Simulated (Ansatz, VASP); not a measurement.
## One calculation of Ge, two programs

File POSCAR:

```
Ge
1.0
    3.6182610913      0.0000000000      0.0000000000
   -1.8091305457      3.1335060225      0.0000000000
    0.0000000000      0.0000000000      6.0312156132
Ge
4
Direct
    0.6666666667      0.3333333333      0.0645703704
    0.3333333333      0.6666666667      0.5645703704
    0.6666666667      0.3333333333      0.4354296296
    0.3333333333      0.6666666667      0.9354296296
```

Contents of INCAR.step1:

```
SYSTEM = Ge
PREC = Accurate ; ENCUT = 520
ISMEAR = 0 ; SIGMA = 0.01
LREAL = .False. ; LASPH = .True.
NELM = 100 ; NBANDS = 36
GGA = PE ; ALGO = Normal
EDIFF = 1E-4 ; LWAVE = .True.
LCHARG = .False.
```

INCAR.step2

```
SYSTEM = Ge
PREC = Accurate ; ENCUT = 520
EDIFF = 1E-6 ; ISMEAR = 0
SIGMA = 0.01 ; LREAL = .False.
LASPH = .True. ; NELM = 100
ALGO = Normal ; ISIF = 2
LWAVE = .False. ; LCHARG = .False.
METAGGA = R2SCAN ; LMIXTAU = .True.
NBANDS = 36 ; ISTART = 1
```

File KPOINTS:

```
Automatic mesh
0
Gamma
  12 12 6
  0 0 0
```

Input for Ansatz:

```yaml
crystal:
  lattice:
    - [3.6182610913, 0.0, 0.0]
    - [-1.8091305457, 3.1335060225, 0.0]
    - [0.0, 0.0, 6.0312156132]
  atoms:
    - { symbol: Ge, position: [0.6666666667, 0.3333333333, 0.0645703704] }
    - { symbol: Ge, position: [0.3333333333, 0.6666666667, 0.5645703704] }
    - { symbol: Ge, position: [0.6666666667, 0.3333333333, 0.4354296296] }
    - { symbol: Ge, position: [0.3333333333, 0.6666666667, 0.9354296296] }
basis:
  ecutwfc: 500
kpoints:
  mp_grid: { grid: [12, 12, 6] }
  band_path: { path: [VBM, CBM], npoints: 2 }
hamiltonian:
  xc: r2scan
scf:
  occupations: { method: gaussian, width: 0.01 }
output:
  forces: true
  stress: true
  eigenvalues: true
checkpoint:
  read: start.run
  write: ck
  compress: false
  write_wavefunctions: false
  write_every: 100000
```

Alike in both runs: task single point; functional r2SCAN; k mesh 12 × 12 × 6; occupations gaussian, width 0.01 eV; no spin polarisation.

|  | VASP | Ansatz |
| --- | --- | --- |
| version | VASP 6.6.1 | Ansatz 0.2.0 |
| potentials or method | VASP PAW PBE potentials, release 64 (Ge_d), cutoff 520 eV | scalar-relativistic, plane waves, PAW |
| valence electrons in the cell | 56 | 56 |

|  | VASP | Ansatz | Ansatz less VASP |
| --- | --- | --- | --- |
| gap on the k mesh at the Fermi level (eV) | 0.10 | 0.11 | +0.013 |
| least direct gap on the mesh (eV) | 0.99 | 1.02 | +0.033 |

VASP's potentials were made for PBE, not for r2SCAN.
